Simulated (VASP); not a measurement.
# BaTe (Fm-3m) in VASP: single point with HSE06

Aim: the single point of BaTe with HSE06.

Program: VASP 6.6.1. These are calculated values, not measurements. Logs are shortened: lines on timing, memory, paths and dates and some standing lists are left out, and cuts for length are marked.

## Step 1: The cell of the first run

Symmetry: Fm-3m, No. 225, cubic system. The conventional cell has a = 7.065 Å, b = 7.065 Å, c = 7.065 Å, α = 90.00°, β = 90.00°, γ = 90.00°. Within 4.6 Å of Ba (site symmetry m-3m) lie 6 Te at 3.53 Å. Within 4.6 Å of Te (site symmetry m-3m) lie 6 Ba at 3.53 Å.

## Step 2: Single point, HSE06

File POSCAR:

```
BaTe
1.0
    0.0000000000      3.5325585081      3.5325585081
    3.5325585081      0.0000000000      3.5325585081
    3.5325585081      3.5325585081      0.0000000000
Ba Te
1 1
Direct
    0.0000000000      0.0000000000      0.0000000000
    0.5000000000      0.5000000000      0.5000000000
```

File INCAR.step1:

```
PREC = Accurate ; ENCUT = 520
EDIFF = 1E-5 ; ISMEAR = 0
SIGMA = 0.02 ; LREAL = F
LASPH = T ; NELM = 80
ALGO = Normal ; ISIF = 2
LWAVE = T ; NBANDS = 15
GGA = PE
```

File INCAR.step2:

```
PREC = Accurate ; ENCUT = 520
EDIFF = 1E-7 ; ISMEAR = 0
SIGMA = 0.02 ; LREAL = F
LASPH = T ; NELM = 80
ALGO = Normal ; ISIF = 2
LWAVE = F ; LCHARG = T
GGA = PE ; LHFCALC = T
HFSCREEN = 0.2079 ; PRECFOCK = Normal
LELF = T ; LVHAR = T
NBANDS = 15 ; ISTART = 1
```

File KPOINTS:

```
regular mesh
0
Gamma
  4 4 4
```

Potentials or basis: VASP PAW PBE potentials, release 64 (Ba_sv, Te).

Run with:

```
> cat potpaw_PBE.64/Ba_sv/POTCAR potpaw_PBE.64/Te/POTCAR > POTCAR
> cp INCAR.step1 INCAR
> mpirun -np 1 vasp_std > vasp.out
> cp INCAR.step2 INCAR
> mpirun -np 1 vasp_std > vasp.out
```

OUTCAR:

```text
PREC = Accurate
   ENCUT = 520
   EDIFF = 1E-7
   ISMEAR = 0
   LREAL = F
   LASPH = T
   NELM = 80
   ISIF = 2
   GGA = PE
   LHFCALC = T
   HFSCREEN = 0.2079
   PRECFOCK = Normal
   ISTART = 1

 ion  position               nearest neighbor table
   1  0.000  0.000  0.000-   2 3.53   2 3.53   2 3.53   2 3.53   2 3.53   2 3.53
   2  0.500  0.500  0.500-   1 3.53   1 3.53   1 3.53   1 3.53   1 3.53   1 3.53

  LATTYP: Found a face centered cubic cell.
 ALAT       =     7.0651170162

  Lattice vectors:

 A1 = (   0.0000000000,   3.5325585081,   3.5325585081)
 A2 = (   3.5325585081,   0.0000000000,   3.5325585081)
 A3 = (   3.5325585081,   3.5325585081,   0.0000000000)

Analysis of symmetry for initial positions (statically):
=====================================================================
 Subroutine PRICEL returns:
 Original cell was already a primitive cell.

 Routine SETGRP: Setting up the symmetry group for a
 face centered cubic supercell.

 Subroutine GETGRP returns: Found 48 space group operations
 (whereof 48 operations were pure point group operations)
 out of a pool of 48 trial point group operations.

The static configuration has the point symmetry O_h .

Analysis of symmetry for dynamics (positions and initial velocities):
=====================================================================
 Subroutine PRICEL returns:
 Original cell was already a primitive cell.

 Routine SETGRP: Setting up the symmetry group for a
 face centered cubic supercell.

 Subroutine GETGRP returns: Found 48 space group operations
 (whereof 48 operations were pure point group operations)
 out of a pool of 48 trial point group operations.

The dynamic configuration has the point symmetry O_h .

 Subroutine INISYM returns: Found 48 space group operations
 (whereof 48 operations are pure point group operations),
 and found     1 'primitive' translations

----------------------------------------------------------------------------------------

                                     Primitive cell

  volume of cell :      88.1654

  direct lattice vectors                    reciprocal lattice vectors
     0.000000000  3.532558508  3.532558508    -0.141540472  0.141540472  0.141540472
     3.532558508  0.000000000  3.532558508     0.141540472 -0.141540472  0.141540472
     3.532558508  3.532558508  0.000000000     0.141540472  0.141540472 -0.141540472

  length of vectors
     4.995792152  4.995792152  4.995792152     0.245155290  0.245155290  0.245155290

  position of ions in fractional coordinates (direct lattice)
     0.000000000  0.000000000  0.000000000
     0.500000000  0.500000000  0.500000000

  ion indices of the primitive-cell ions
   primitive index   ion index
                 1           1
                 2           2

----------------------------------------------------------------------------------------

 KPOINTS: regular mesh

Automatic generation of k-mesh.
 Grid dimensions read from file:
 generate k-points for:    4    4    4

 Generating k-lattice:

  Cartesian coordinates                     Fractional coordinates (reciprocal lattice)
    -0.035385118  0.035385118  0.035385118     0.250000000  0.000000000  0.000000000
     0.035385118 -0.035385118  0.035385118     0.000000000  0.250000000  0.000000000
     0.035385118  0.035385118 -0.035385118     0.000000000  0.000000000  0.250000000

  Length of vectors
     0.061288822  0.061288822  0.061288822

  Shift w.r.t. Gamma in fractional coordinates (k-lattice)
     0.000000000  0.000000000  0.000000000

 Subroutine IBZKPT returns following result:
 ===========================================

 Found      8 irreducible k-points:

 Following reciprocal coordinates:
            Coordinates               Weight
  0.000000  0.000000  0.000000      1.000000
  0.250000  0.000000  0.000000      8.000000
  0.500000  0.000000  0.000000      4.000000
  0.250000  0.250000  0.000000      6.000000
  0.500000  0.250000  0.000000     24.000000
 -0.250000  0.250000  0.000000     12.000000
  0.500000  0.500000  0.000000      3.000000
 -0.250000  0.500000  0.250000      6.000000
   k-points           NKPTS =      8   k-points in BZ     NKDIM =     64   number of bands    NBANDS=     15
   number of dos      NEDOS =    301   number of ions     NIONS =      2
   total plane-waves  NPLWV =  64000
   dimension x,y,z NGX =    40 NGY =   40 NGZ =   40
   dimension x,y,z NGXF=    80 NGYF=   80 NGZF=   80
   ions per type =               1   1
   NGX,Y,Z   is equivalent  to a cutoff of  13.31, 13.31, 13.31 a.u.
   NGXF,Y,Z  is equivalent  to a cutoff of  26.62, 26.62, 26.62 a.u.
 SYSTEM =  unknown system
   PREC   = accura    normal or accurate (medium, high low for compatibility)
   ISTART =      1    job   : 0-new  1-cont  2-samecut
   ICHARG =      0    charge: 1-file 2-atom 10-const
   ISPIN  =      1    spin polarized calculation?
   LNONCOLLINEAR =      F non collinear calculations
   LSORBIT =      F    spin-orbit coupling
   LASPH  =      T    aspherical Exc in radial PAW
   ENCUT  =  520.0 eV  38.22 Ry    6.18 a.u.   9.29  9.29  9.29*2*pi/ulx,y,z
   NELM   =     80;   NELMIN=  2; NELMDL=  0     # of ELM steps
   EDIFF  = 0.1E-06   stopping-criterion for ELM
   LREAL  =      F    real-space projection
   EDIFFG = 0.1E-05   stopping-criterion for IOM
   NSW    =      0    number of steps for IOM
   IBRION =     -1    ionic relax: 0-MD 1-quasi-New 2-CG
   NFREE  =      0    steps in history (QN), initial steepest desc. (CG)
   ISIF   =      2    stress and relaxation
   ISYM   =      3    0-nonsym 1-usesym 2-fastsym
   POTIM  = 0.5000    time-step for ionic-motion
   TEBEG  =    0.0;   TEEND  =   0.0 temperature during run
   PSTRESS=    0.0 pullay stress
   NELECT =      16.0000    total number of electrons
   NUPDOWN=      -1.0000    fix difference up-down
   EMIN   =  10.00;   EMAX   =-10.00  energy-range for DOS
   EFERMI =   0.00;   METHOD = LEGACY
   ISMEAR =     0;   SIGMA  =   0.02  broadening in eV -4-tet -1-fermi 0-gaus
   EFERMI_NEDOS =   21; number of points for ismear=-14 and -15
   IALGO  =     38    algorithm
   IMIX   =      1    mixing-type and parameters
     AMIX     =   0.40;   BMIX     =  1.00
     AMIX_MAG =   1.60;   BMIX_MAG =  1.00
  volume/ion in A,a.u.               =      44.08       297.48
  Fermi-wavevector in a.u.,A,eV,Ry     =   0.926863  1.751517 11.688421  0.859075
  Thomas-Fermi vector in A             =   2.052871
   LORBIT       =      0    0 simple, 1 ext, 2 COOP (PROOUT), +10 PAW based schemes
   GGA     = PE    functional components
   LHFCALC =     T    Hartree Fock is set to
   PRECFOCK=normal    Normal, Fast or Accurate (Low or Medium for compatibility)
   ENCUT4O =  -1.0   cutoff for four orbital integrals eV
   NKREDX  =     1    reduce k-point grid by
   NKREDY  =     1    reduce k-point grid by
   NKREDZ  =     1    reduce k-point grid by
   AEXX    =    0.2500 exact exchange contribution
   HFSCREEN=    0.2079 screening length (either q_TF or 0.3 A-1)
   HFSCREENC=   0.2079 screening length for correlation (either q_TF or 0.3 A-1)
   ENCUTFOCK=  -1.0 apply spherical cutoff to Coloumb kernel
   IVDW    =     0    specifies the selected vdW correction
   LEPSILON=     F    determine dielectric tensor
   LRPA    =     F    only Hartree local field effects (RPA)
 non-spin polarized calculation
 Gauss-broadening in eV      SIGMA  =   0.02
  energy-cutoff  :      520.00
  volume of cell :       88.17
 maximum number of plane-waves:      2421
 NGX is ok and might be reduce to    40
  NGX = 28; NGY = 28; NGZ = 28

 number of electron      16.0000000 magnetization

 Free energy of the ion-electron system (eV)
  ---------------------------------------------------
  ext. energy  EPLUGINS =         0.00000000
  ---------------------------------------------------
  free energy    TOTEN  =        -9.80064649 eV

  energy without entropy =       -9.80064649  energy(sigma->0) =       -9.80064649

 E-fermi :   1.6871     XC(G=0):  -6.8272

 val. band max:        1.5916606790   @ k =   0.0000   0.0000   0.0000
 cond. band min:       3.8890630109   @ k =   0.5000   0.5000   0.0000
 fundamental gap:      2.2974023319
 Fermi energy:         1.6870923791

 k-point     1 :       0.0000    0.0000    0.0000
  band No.  band energies     occupation
      1     -27.4081      2.00000
      2     -11.4953      2.00000
      3     -11.4953      2.00000
      4     -11.4953      2.00000
      5      -8.7350      2.00000
      6       1.5917      2.00000
      7       1.5917      2.00000
      8       1.5917      2.00000
      9       5.1327      0.00000
     10       5.3789      0.00000
     11       5.3789      0.00000
     12       5.3789      0.00000
     13       5.9775      0.00000
     14       5.9775      0.00000
     15       9.4211      0.00000

 k-point     2 :       0.2500    0.0000    0.0000
  band No.  band energies     occupation
      1     -27.4016      2.00000
      2     -11.7305      2.00000
      3     -11.4990      2.00000
      4     -11.4990      2.00000
      5      -8.3355      2.00000
      6       0.2005      2.00000
      7       0.9337      2.00000
      8       0.9337      2.00000
      9       5.5028      0.00000
     10       6.1241      0.00000
     11       6.1241      0.00000
     12       7.1214      0.00000
     13       7.5252      0.00000
     14       7.5252      0.00000
     15      10.7702      0.00000
[... 77 lines left out ...]
      3     -11.5789      2.00000
      4     -11.5789      2.00000
      5      -8.4972      2.00000
      6       0.3404      2.00000
      7       1.1630      2.00000
      8       1.1630      2.00000
      9       3.8891      0.00000
     10       6.9139      0.00000
     11       6.9682      0.00000
     12       8.0667      0.00000
     13       8.3376      0.00000
     14       8.3376      0.00000
     15      10.2647      0.00000

 k-point     8 :      -0.2500    0.5000    0.2500
  band No.  band energies     occupation
      1     -27.3908      2.00000
      2     -11.6478      2.00000
      3     -11.6415      2.00000
      4     -11.6415      2.00000
      5      -8.2865      2.00000
      6       0.2768      2.00000
      7       0.5819      2.00000
      8       0.5819      2.00000
      9       5.9437      0.00000
     10       5.9437      0.00000
     11       7.2446      0.00000
     12       7.5977      0.00000
     13       8.3516      0.00000
     14      10.5863      0.00000
     15      10.6702      0.00000

------------------------ aborting loop because EDIFF is reached ----------------------------------------

  FORCE on cell =-STRESS in cart. coord.  units (eV):
  Direction    XX          YY          ZZ          XY          YZ          ZX
  --------------------------------------------------------------------------------------
  -------------------------------------------------------------------------------------
  Total       -0.0106477     -0.0106477     -0.0106477     -0.0000000      0.0000000     -0.0000000
  in kB       -0.1934937     -0.1934937     -0.1934937     -0.0000000      0.0000000     -0.0000000
  external PRESSURE =      -0.1934937 kB  Pullay stress =       0.0000000 kB

 VOLUME and BASIS-vectors are now :
 -----------------------------------------------------------------------------
  energy-cutoff  :      520.00
  volume of cell :       88.17
      direct lattice vectors                 reciprocal lattice vectors
     0.000000000  3.532558508  3.532558508    -0.141540472  0.141540472  0.141540472
     3.532558508  0.000000000  3.532558508     0.141540472 -0.141540472  0.141540472
     3.532558508  3.532558508  0.000000000     0.141540472  0.141540472 -0.141540472

 POSITION                                       TOTAL-FORCE (eV/Angst)
 -----------------------------------------------------------------------------------
      0.00000      0.00000      0.00000        -0.000000      0.000000     -0.000000
      3.53256      3.53256      3.53256         0.000000     -0.000000      0.000000
 -----------------------------------------------------------------------------------
    total drift:                               -0.000001     -0.000001     -0.000001

  FREE ENERGIE OF THE ION-ELECTRON SYSTEM (eV)
  ---------------------------------------------------
  free  energy   TOTEN  =        -9.8006464929 eV

  energy  without entropy=       -9.8006464929  energy(sigma->0) =       -9.80064649
```

Run time: 16 min. Hardware: 1 thread of Oxide Virtual Turin-like, shared host; peak memory 0.33 GiB.

Results:

```yaml
Free_energy: -9.8006 eV
Pressure: 0.0 GPa
Band_gap_on_the_k_mesh: 2.30 eV (least direct gap 2.73 eV)
```

Levels at points of the mesh, in eV from the valence-band top:
```tsv
k point	band 6	band 7	band 8	band 9	band 10	band 11
(0.00, 0.00, 0.00)	0.00	0.00	0.00	3.54	3.79	3.79
(0.50, 0.00, 0.00)	-2.32	-1.13	-1.13	4.88	5.68	5.87
(0.50, 0.50, 0.00)	-1.25	-0.43	-0.43	2.30	5.32	5.38
```

Caveat: the PAW data sets were made with another functional, which shifts forces and pressure a little; spin-orbit coupling is left out, which moves the levels of the heavy elements. A k mesh can miss the band edges.
